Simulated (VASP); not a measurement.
# SiO2 (I4/mmm) in VASP: further runs, part 2 of 2

VASP 6.6.1. The steps go on from the part before.

**4. Single point, r2SCAN (19.16 Å³/atom)**

This run uses another cell than the first one, of 19.16 Å³/atom.

POSCAR reads:

```
SiO2
1.0
   -4.6389218215      4.6389218215      2.6708283683
    4.6389218215     -4.6389218215      2.6708283683
    4.6389218215      4.6389218215     -2.6708283683
Si O
4 8
Direct
    0.1759088551      0.1759088551      0.3518177103
    0.8240911449      0.1759088551      0.0000000000
    0.1759088551      0.8240911449      0.0000000000
    0.8240911449      0.8240911449      0.6481822897
    0.5000000000      0.5000000000      0.5000000000
    0.0000000000      0.5000000000      0.0000000000
    0.5000000000      0.0000000000      0.0000000000
    0.0000000000      0.0000000000      0.5000000000
    0.0000000000      0.2028537933      0.2028537933
    0.7971462067      0.0000000000      0.7971462067
    0.2028537933      0.0000000000      0.2028537933
    0.0000000000      0.7971462067      0.7971462067
```

INCAR.step1 reads:

```
PREC     = Accurate       # precision mode
ENCUT    = 520            # plane-wave cutoff, eV
ISMEAR   = 0              # smearing method
SIGMA    = 0.02           # smearing width, eV
LREAL    = F              # projectors in reciprocal space
LASPH    = T              # aspherical terms in the spheres
NELM     = 60             # most SCF steps
NBANDS   = 44             # bands
GGA      = PE             # functional
ALGO     = Normal         # electronic algorithm
EDIFF    = 1E-4           # SCF threshold, eV
LWAVE    = T              # write WAVECAR
LCHARG   = F              # write CHGCAR
```

INCAR.step2 reads:

```
PREC     = Accurate       # precision mode
ENCUT    = 520            # plane-wave cutoff, eV
EDIFF    = 1E-7           # SCF threshold, eV
ISMEAR   = 0              # smearing method
SIGMA    = 0.02           # smearing width, eV
LREAL    = F              # projectors in reciprocal space
LASPH    = T              # aspherical terms in the spheres
NELM     = 60             # most SCF steps
ALGO     = Normal         # electronic algorithm
ISIF     = 2              # what is computed and relaxed
LWAVE    = F              # write WAVECAR
LCHARG   = T              # write CHGCAR
METAGGA  = R2SCAN         # meta-GGA
LMIXTAU  = T            
LELF     = T              # ELF
LVHAR    = T            
NBANDS   = 44             # bands
ISTART   = 1
```

KPOINTS reads:

```
Automatic mesh
0
Gamma
  6 6 6
```

Potentials or basis: VASP PAW PBE potentials, release 64 (Si, O).

Run with:

```sh
> cat potpaw_PBE.64/Si/POTCAR potpaw_PBE.64/O/POTCAR > POTCAR
> cp INCAR.step1 INCAR
> mpirun -np 1 vasp_std > vasp.out
> cp INCAR.step2 INCAR
> mpirun -np 1 vasp_std > vasp.out
```

OUTCAR:

```text
PREC = Accurate
   ENCUT = 520
   EDIFF = 1E-7
   ISMEAR = 0
   LREAL = F
   LASPH = T
   NELM = 60
   ISIF = 2
   METAGGA = R2SCAN
   ISTART = 1

 ion  position               nearest neighbor table
   1  0.176  0.176  0.352-   9 1.65  11 1.65   8 1.65   5 1.65
   2  0.824  0.176  0.000-   9 1.65  10 1.65   6 1.65   7 1.65
   3  0.176  0.824  0.000-  11 1.65  12 1.65   6 1.65   7 1.65
   4  0.824  0.824  0.648-  10 1.65  12 1.65   8 1.65   5 1.65
   5  0.500  0.500  0.500-   1 1.65   4 1.65
   6  0.000  0.500  0.000-   2 1.65   3 1.65
   7  0.500  0.000  0.000-   2 1.65   3 1.65
   8  0.000  0.000  0.500-   1 1.65   4 1.65
   9  0.000  0.203  0.203-   2 1.65   1 1.65
  10  0.797  0.000  0.797-   2 1.65   4 1.65
  11  0.203  0.000  0.203-   3 1.65   1 1.65
  12  0.000  0.797  0.797-   3 1.65   4 1.65

  LATTYP: Found a body centered tetragonal cell.
 ALAT       =     9.2778436430
 C/A-ratio  =     0.5757433453

  Lattice vectors:

 A1 = (  -4.6389218215,   4.6389218215,   2.6708283683)
 A2 = (   4.6389218215,  -4.6389218215,   2.6708283683)
 A3 = (   4.6389218215,   4.6389218215,  -2.6708283683)

Analysis of symmetry for initial positions (statically):
=====================================================================
 Subroutine PRICEL returns:
 Original cell was already a primitive cell.

 Routine SETGRP: Setting up the symmetry group for a
 body centered tetragonal supercell.

 Subroutine GETGRP returns: Found 16 space group operations
 (whereof 16 operations were pure point group operations)
 out of a pool of 16 trial point group operations.

The static configuration has the point symmetry D_4h.

Analysis of symmetry for dynamics (positions and initial velocities):
[... 158 lines left out ...]
   AEXX    =    0.0000 exact exchange contribution
   IVDW    =     0    specifies the selected vdW correction
   LEPSILON=     F    determine dielectric tensor
   LRPA    =     F    only Hartree local field effects (RPA)
 non-spin polarized calculation
 Gauss-broadening in eV      SIGMA  =   0.02
  energy-cutoff  :      520.00
  volume of cell :      229.90
 maximum number of plane-waves:      6214
 NGX is ok and might be reduce to    54
   NGX = 27   NGY = 27   NGZ = 27

 number of electron      63.9999955 magnetization

 Free energy of the ion-electron system (eV)
  ---------------------------------------------------
  ext. energy  EPLUGINS =         0.00000000
  ---------------------------------------------------
  free energy    TOTEN  =      -118.27411580 eV

  energy without entropy =     -118.27411580  energy(sigma->0) =     -118.27411580

 E-fermi :  -1.8784     XC(G=0):  -7.2524

 val. band max:       -2.0194543554   @ k =   0.0000   0.0000   0.0000
 cond. band min:       3.6903746399   @ k =   0.0000   0.0000   0.0000
 fundamental gap:      5.7098289953
 Fermi energy:        -1.8783975394

 k-point     1 :       0.0000    0.0000    0.0000
  band No.  band energies     occupation
      1     -22.0285      2.00000
      2     -21.2523      2.00000
      3     -20.7849      2.00000
      4     -20.7849      2.00000
      5     -20.3274      2.00000
      6     -20.2072      2.00000
[... 1117 lines left out ...]
     43       9.3935      0.00000
     44       9.5102      0.00000

 [... further k-points ...]

------------------------ aborting loop because EDIFF is reached ----------------------------------------

  FORCE on cell =-STRESS in cart. coord.  units (eV):
  Direction    XX          YY          ZZ          XY          YZ          ZX
  --------------------------------------------------------------------------------------
  -------------------------------------------------------------------------------------
  Total      -16.0043333    -16.0043333    -15.9589050      0.0000000      0.0000000     -0.0000000
  in kB     -111.5342086   -111.5342086   -111.2176192      0.0000000      0.0000000     -0.0000000
  external PRESSURE =    -111.4286788 kB  Pullay stress =       0.0000000 kB

 VOLUME and BASIS-vectors are now :
 -----------------------------------------------------------------------------
  energy-cutoff  :      520.00
  volume of cell :      229.90
      direct lattice vectors                 reciprocal lattice vectors
    -4.638921822  4.638921822  2.670828368     0.000000000  0.107783666  0.187207836
     4.638921822 -4.638921822  2.670828368     0.107783666  0.000000000  0.187207836
     4.638921822  4.638921822 -2.670828368     0.107783666  0.107783666  0.000000000

 POSITION                                       TOTAL-FORCE (eV/Angst)
 -----------------------------------------------------------------------------------
      1.63205      1.63205     -0.00000         0.016215      0.016215     -0.000000
     -3.00687      3.00687      2.67083         0.016215     -0.016215     -0.000000
      3.00687     -3.00687      2.67083        -0.016215      0.016215     -0.000000
      3.00687      3.00687      2.67083        -0.016215     -0.016215      0.000000
      2.31946      2.31946      1.33541        -0.000000      0.000000      0.000000
      2.31946     -2.31946      1.33541        -0.000000      0.000000      0.000000
     -2.31946      2.31946      1.33541        -0.000000     -0.000000      0.000000
      2.31946      2.31946     -1.33541        -0.000000     -0.000000      0.000000
      1.88205      0.00000      0.00000        -0.008651      0.000000      0.000000
      0.00000      7.39580      0.00000        -0.000000      0.008651      0.000000
      0.00000      1.88205      0.00000        -0.000000     -0.008651      0.000000
      7.39580      0.00000      0.00000         0.008651      0.000000      0.000000
 -----------------------------------------------------------------------------------
    total drift:                                0.000000      0.000000     -0.000000

  FREE ENERGIE OF THE ION-ELECTRON SYSTEM (eV)
  ---------------------------------------------------
  free  energy   TOTEN  =      -118.2741158043 eV

  energy  without entropy=     -118.2741158043  energy(sigma->0) =     -118.27411580
```

Run time: 43 min. Hardware: 1 thread of Oxide Virtual Turin-like, shared host; peak memory 0.52 GiB.

What came out:

```
Free energy            : -118.2741 eV
Pressure               : -11.1 GPa
Largest force          : 0.023 eV/Å
Band gap on the k mesh : 5.71 eV
```

Forces in eV/Å, atoms in the order of the input:
```
Si   0.016  0.016  0.000
Si   0.016 -0.016  0.000
Si  -0.016  0.016  0.000
Si  -0.016 -0.016  0.000
O    0.000  0.000  0.000
O    0.000  0.000  0.000
O    0.000  0.000  0.000
O    0.000  0.000  0.000
O   -0.009  0.000  0.000
O    0.000  0.009  0.000
O    0.000 -0.009  0.000
O    0.009  0.000  0.000
```

Caveat: the cell stands under tension; the PAW data sets were made with another functional, which shifts forces and pressure a little. A k mesh can miss the band edges.

**5. Single point, r2SCAN (17.94 Å³/atom)**

This run uses another cell than the first one, of 17.94 Å³/atom.

POSCAR reads:

```
SiO2
1.0
   -4.5229229816      4.5229229816      2.6307903624
    4.5229229816     -4.5229229816      2.6307903624
    4.5229229816      4.5229229816     -2.6307903624
Si O
4 8
Direct
    0.1765971092      0.1765971092      0.3531942184
    0.8234028908      0.1765971092      0.0000000000
    0.1765971092      0.8234028908      0.0000000000
    0.8234028908      0.8234028908      0.6468057816
    0.5000000000      0.5000000000      0.5000000000
    0.0000000000      0.5000000000      0.0000000000
    0.5000000000      0.0000000000      0.0000000000
    0.0000000000      0.0000000000      0.5000000000
    0.0000000000      0.2067368599      0.2067368599
    0.7932631401      0.0000000000      0.7932631401
    0.2067368599      0.0000000000      0.2067368599
    0.0000000000      0.7932631401      0.7932631401
```

INCAR.step1 reads:

```
PREC     = Accurate       # precision mode
ENCUT    = 520            # plane-wave cutoff, eV
ISMEAR   = 0              # smearing method
SIGMA    = 0.02           # smearing width, eV
LREAL    = False          # projectors in reciprocal space
LASPH    = True           # aspherical terms in the spheres
NELM     = 100            # most SCF steps
NBANDS   = 44             # bands
GGA      = PE             # functional
ALGO     = Normal         # electronic algorithm
EDIFF    = 1E-4           # SCF threshold, eV
LWAVE    = True           # write WAVECAR
LCHARG   = False          # write CHGCAR
```

INCAR.step2 reads:

```
PREC     = Accurate       # precision mode
ENCUT    = 520            # plane-wave cutoff, eV
EDIFF    = 1E-6           # SCF threshold, eV
ISMEAR   = 0              # smearing method
SIGMA    = 0.02           # smearing width, eV
LREAL    = False          # projectors in reciprocal space
LASPH    = True           # aspherical terms in the spheres
NELM     = 100            # most SCF steps
ALGO     = Normal         # electronic algorithm
ISIF     = 2              # what is computed and relaxed
LWAVE    = False          # write WAVECAR
LCHARG   = False          # write CHGCAR
METAGGA  = R2SCAN         # meta-GGA
LMIXTAU  = True         
NBANDS   = 44             # bands
ISTART   = 1
```

KPOINTS is that of step 4.

Run with:

```sh
> cat potpaw_PBE.64/Si/POTCAR potpaw_PBE.64/O/POTCAR > POTCAR
> cp INCAR.step1 INCAR
> mpirun -np 1 vasp_std > vasp.out
> cp INCAR.step2 INCAR
> mpirun -np 1 vasp_std > vasp.out
```

Run time: 29 min. Hardware: 1 thread of Oxide Virtual Turin-like, shared host; peak memory 0.49 GiB.

The run converged. Its results:

```
Free energy            : -118.9572 eV
Pressure               : -3.8 GPa
Largest force          : 0.028 eV/Å
Band gap on the k mesh : 6.00 eV (least direct gap 6.01 eV)
```

Forces on the atoms (eV/Å):
```
Si   0.020  0.020  0.000
Si   0.020 -0.020  0.000
Si  -0.020  0.020  0.000
Si  -0.020 -0.020  0.000
O    0.000  0.000  0.000
O    0.000  0.000  0.000
O    0.000  0.000  0.000
O    0.000  0.000  0.000
O   -0.009  0.000  0.000
O    0.000  0.009  0.000
O    0.000 -0.009  0.000
O    0.009  0.000  0.000
```

Levels at points of the mesh, in eV from the valence-band top:
```
           k point  band 29  band 30  band 31  band 32  band 33  band 34  band 35  band 36
(0.00, 0.00, 0.00)    -0.75    -0.62    -0.02    -0.01     6.00     8.91     9.34     9.44
(0.50, 0.00, 0.00)    -1.09    -0.77    -0.58    -0.21     8.26     8.28     9.25     9.64
(0.50, 0.50, 0.00)    -0.45    -0.35    -0.33    -0.22     7.12     7.53     9.31     9.65
(0.50, 0.50, 0.50)    -0.98    -0.13     0.00     0.00     8.11     8.24     8.24     8.60
```

Caveat: the cell stands under tension; the PAW data sets were made with another functional, which shifts forces and pressure a little. A k mesh can miss the band edges.

**6. The runs side by side**

```csv
cell,gap on the mesh (eV),pressure (GPa),largest force (eV/Å)
"a = 6.409 Å, angles 99.6, 99.6, 131.8°, 12 atoms, atomic positions A",5.75,25.1,0.08
"a = 6.634 Å, angles 98.8, 98.8, 134.0°, 12 atoms, atomic positions B",6.04,12.1,0.05
"a = 7.083 Å, angles 98.2, 98.2, 135.7°, 12 atoms, atomic positions C",5.71,-11.1,0.02
"a = 6.916 Å, angles 98.3, 98.3, 135.3°, 12 atoms, atomic positions D",6.00,-3.8,0.03
```

Alike in all rows: task single point; level r2SCAN; potentials or basis VASP PAW PBE potentials, release 64 (Si, O); no spin polarisation; k mesh 6 × 6 × 6; cutoff (eV) 520; smearing gaussian 0.02 eV.

Caveats: the PAW data sets were made with another functional, which shifts forces and pressure a little; the cell stands under pressure (at least some runs); the cell stands under tension (at least some runs).

Absolute energies hang on the potentials; compare differences alone.
